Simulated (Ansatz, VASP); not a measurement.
**V: VASP beside Ansatz**

File INCAR:

```
SYSTEM = V
  ALGO = Normal
  EDIFF = 1E-7
  EDIFFG = -0.04
  ENCUT = 500
  GGA = PS
  GGA_COMPAT = .False.
  IBRION = 2
  ISIF = 3
  ISMEAR = 0
  LASPH = .True.
  LCHARG = .False.
  LREAL = .False.
  LWAVE = .False.
  NELM = 120
  NELMIN = 4
  NSW = 90
  PREC = Accurate
  SIGMA = 0.1
```

The input KPOINTS:

```
k-points
0
Gamma
  9 9 8
  0 0 0
```

POSCAR

```
V
1.0
    2.5924543552      0.0000000000      0.0000000000
   -1.2962271776      2.2451313298      0.0000000000
    0.0000000000      0.0000000000      2.4223245382
V
1
Direct
    0.0000000000      0.0000000000      0.0000000000
```

Input for Ansatz:

```yaml
crystal:
  lattice:
    - [2.5924543552, 0.0, 0.0]
    - [-1.2962271776, 2.2451313298, 0.0]
    - [0.0, 0.0, 2.4223245382]
  atoms:
    - { symbol: V, position: [0.0, 0.0, 0.0] }
basis:
  ecutwfc: 420
kpoints:
  mp_grid: { grid: [9, 9, 8] }
hamiltonian:
  xc: pbesol
scf:
  occupations: { method: gaussian, width: 0.1 }
  lower_state_search: "off"
output:
  forces: true
  stress: true
  eigenvalues: true
relax:
  adjacent_minimum: "off"
  f_tol: 0.04
  max_steps: 70
  cell: { stress_tol: 0.4 }
```

Alike in both runs: task relaxation of cell and atoms; functional PBEsol; k mesh 9 × 9 × 8; occupations gaussian, width 0.1 eV; no spin polarisation.

|  | VASP | Ansatz |
| --- | --- | --- |
| version | VASP 6.6.1 | Ansatz 0.2.0 |
| potentials or method | VASP PAW PBE potentials, release 64 (V_sv), cutoff 500 eV | scalar-relativistic, plane waves, PAW |
| valence electrons in the cell | 13 | 13 |

|  | VASP | Ansatz | Ansatz less VASP |
| --- | --- | --- | --- |
| gap on the k mesh at the Fermi level, each at its own relaxed structure (eV) | none | none | - |
| relaxed volume (Å³/atom) | 13.56 | 13.54 | -0.025 |
| relaxed length of the cell vector where the two differ most in proportion (Å) | 2.392 | 2.390 | -0.0019 |

VASP's potentials were made for PBE, not for PBEsol. A gap of «none» marks a metal or a gap that the smearing closes.
